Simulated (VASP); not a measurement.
Input of a VASP 6.6.1 run:

Contents of POSCAR:

```
PtSe2
1.0
    0.0000000000      3.1459370854      3.1459370854
    3.1459370854      0.0000000000      3.1459370854
    3.1459370854      3.1459370854      0.0000000000
Pt Se
1 2
Direct
    0.0000000000      0.0000000000      0.0000000000
    0.2500000000      0.2500000000      0.2500000000
    0.7500000000      0.7500000000      0.7500000000
```

INCAR.step1

```
  ALGO = Normal
  EDIFF = 1E-4
  ENCUT = 600
  GGA = PE
  ISMEAR = -1
  LASPH = T
  LCHARG = F
  LREAL = F
  LWAVE = T
  NELM = 100
  PREC = Accurate
  SIGMA = 0.02
```

File INCAR.step2:

```
  ALGO = Normal
  EDIFF = 1E-7
  EDIFFG = -0.005
  ENCUT = 600
  IBRION = 2
  ISIF = 3
  ISMEAR = -1
  ISTART = 1
  LASPH = T
  LCHARG = F
  LMIXTAU = T
  LREAL = F
  LWAVE = F
  METAGGA = R2SCAN
  NELM = 100
  NSW = 80
  PREC = Accurate
  SIGMA = 0.02
```

KPOINTS

```
k-points
0
Gamma
  6 6 6
```

Potentials or basis: VASP PAW PBE potentials, release 64 (Pt, Se).

Command:

```sh
$ cat potpaw_PBE.64/Pt/POTCAR potpaw_PBE.64/Se/POTCAR > POTCAR
$ cp INCAR.step1 INCAR
$ mpirun -np 1 vasp_std > vasp.out
$ cp INCAR.step2 INCAR
$ mpirun -np 1 vasp_std > vasp.out
```

Question: Estimate the band gap on the k mesh.

Answer: Zero (bands 11 and 12 overlap by 0.41 eV).

Question: Predict the relaxed cell.

Answer: a = 4.427 Å, b = 4.427 Å, c = 4.427 Å, α = 60.00°, β = 60.00°, γ = 60.00°.

Question: Predict the relaxed volume.

Answer: 20.46 Å³/atom.

Step by step:
| step | energy change (eV) | largest force (eV/Å) | pressure (GPa) | volume (Å³) |
| --- | --- | --- | --- | --- |
| 1 | 0.0000 | 0.0000 | -1.63 | 62.27 |
| 2 | 0.0012 | 0.0000 | 1.95 | 60.39 |
| 3 | -0.0047 | 0.0000 | 0.01 | 61.37 |

Caveat: the PAW data sets were made with another functional, which shifts forces and pressure a little; spin-orbit coupling is left out, which moves the levels of the heavy elements.
